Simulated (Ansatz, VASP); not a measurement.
## One calculation of AlP, two programs

```xyz
2
Lattice="0.0000 2.7393 2.7393 2.7393 0.0000 2.7393 2.7393 2.7393 0.0000" Properties=species:S:1:pos:R:3 pbc="T T T"
Al    0.0000    0.0000    0.0000
P     1.3696    1.3696    1.3696
```

Alike in both runs: task single point; functional PBE-based screened hybrid with a share of 1.0 of exact exchange and HFSCREEN = 0.5; k mesh 4 × 4 × 4; no spin polarisation.

|  | VASP | Ansatz |
| --- | --- | --- |
| version | VASP 6.6.1 | Ansatz 0.2.0 |
| potentials or method | VASP PAW PBE potentials, release 64 (Al, P) | plane waves |
| plane-wave cutoff (eV) | 400 | 420 |
| occupations | gaussian, width 0.01 eV | fixed |
| valence electrons in the cell | 8 | 8 |

Ansatz gave:

- gap on the k mesh at the Fermi level (eV): 2.87
- pressure (GPa): -1.8

Question: What did VASP give for the same quantities?

Answer: gap on the k mesh at the Fermi level (eV): 2.88; pressure (GPa): -2.4.

VASP's potentials were made for PBE, not for PBE-based screened hybrid. Ansatz's warnings: stress exchange threshold loose, stress scf threshold loose.

The k mesh is coarse, so the values compare programs but aren't converged.
